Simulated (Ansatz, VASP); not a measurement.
# HfC5 in VASP and in Ansatz

```
Hf C
1.0
     0.00000    2.99417    2.99417
     2.99417    0.00000    2.99417
     2.99417    2.99417    0.00000
Hf C
1 5
Direct
  0.00000 0.00000 0.00000
  0.59150 0.59150 0.22551
  0.59150 0.59150 0.59150
  0.22551 0.59150 0.59150
  0.59150 0.22551 0.59150
  0.25000 0.25000 0.25000
```

Alike in both runs: functional PBE; k mesh 4 × 4 × 4; occupations gaussian, width 0.2 eV; no spin polarisation.

Ansatz relaxed the structure, and its values are those at the end. VASP's run is a single point on that final structure, the one shown.

```csv
,VASP,Ansatz
version,VASP 6.6.1,Ansatz 0.2.0
potentials or method,"VASP PAW PBE potentials, release 64 (Hf_pv, C), cutoff 600 eV","scalar-relativistic, plane waves, PAW"
valence electrons in the cell,30,46
```

```tsv
	VASP	Ansatz	Ansatz less VASP
gap on the k mesh at the Fermi level (eV)	none	none	-
pressure (GPa)	-1.2	-0.4	+0.82
rms of the force components (eV/Å)	0.066	0.004	-0.0626
```

A gap of «none» marks a metal or a gap that the smearing closes. VASP's potentials hold 30 valence electrons a cell and Ansatz's 46, so a difference there can come from the potentials and not from the codes.

The k mesh is coarse, so the values compare programs but aren't converged. Spin-orbit coupling is off throughout.
